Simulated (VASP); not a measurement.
A run of VASP 6.6.1 is set up as follows.

The input INCAR:

```
SYSTEM = Mo3P3H
  ALGO = Normal
  DIPOL = 0.5 0.5 0.484
  EDIFF = 1E-6
  ENCUT = 400
  GGA = PS
  GGA_COMPAT = .FALSE.
  IDIPOL = 3
  ISIF = 2
  ISMEAR = 0
  LASPH = .TRUE.
  LCHARG = .FALSE.
  LDIPOL = .TRUE.
  LREAL = .FALSE.
  LWAVE = .FALSE.
  NBANDS = 38
  NELM = 120
  NELMDL = -8
  PREC = Accurate
  SIGMA = 0.1
```

File KPOINTS:

```
k-points
0
G
  9 9 1
  0 0 0
```

Contents of POSCAR:

```
Mo3P3H
1.0
    3.1741350964      0.0000000000      0.0000000000
    0.0000000000      3.2062346807      0.0000000000
    0.0000000000      0.0000000000     25.4789215959
Mo P H
3 3 1
Direct
    0.0000000000      0.5000000000      0.3336090960
    0.0000000000      0.0000000000      0.4425886174
    0.0000000000      0.5000000000      0.5511479492
    0.5000000000      0.0000000000      0.3699356032
    0.5000000000      0.5000000000      0.4796032610
    0.5000000000      0.0000000000      0.5933286355
    0.0000000000      0.5000000000      0.6201390589
```

Potentials or basis: VASP PAW PBE potentials, release 64 (Mo_sv, P, H).

Command:

```bash
$ cat potpaw_PBE.64/Mo_sv/POTCAR potpaw_PBE.64/P/POTCAR potpaw_PBE.64/H/POTCAR > POTCAR
$ mpirun -np 1 vasp_std > vasp.out
```

What does it give for the largest force?

1.984 eV/Å.

What does it give for the band gap on the k mesh?

Zero (bands 29 and 30 overlap by 0.93 eV).

Forces in eV/Å, atoms in the order of the input:
```
Mo   0.000  0.000  1.984
Mo   0.000  0.000 -0.289
Mo   0.000  0.000 -0.016
P    0.000  0.000 -1.719
P    0.000  0.000  0.003
P    0.000  0.000  0.028
H    0.000  0.000  0.008
```

Caveat: the PAW data sets were made with another functional, which shifts forces and pressure a little.
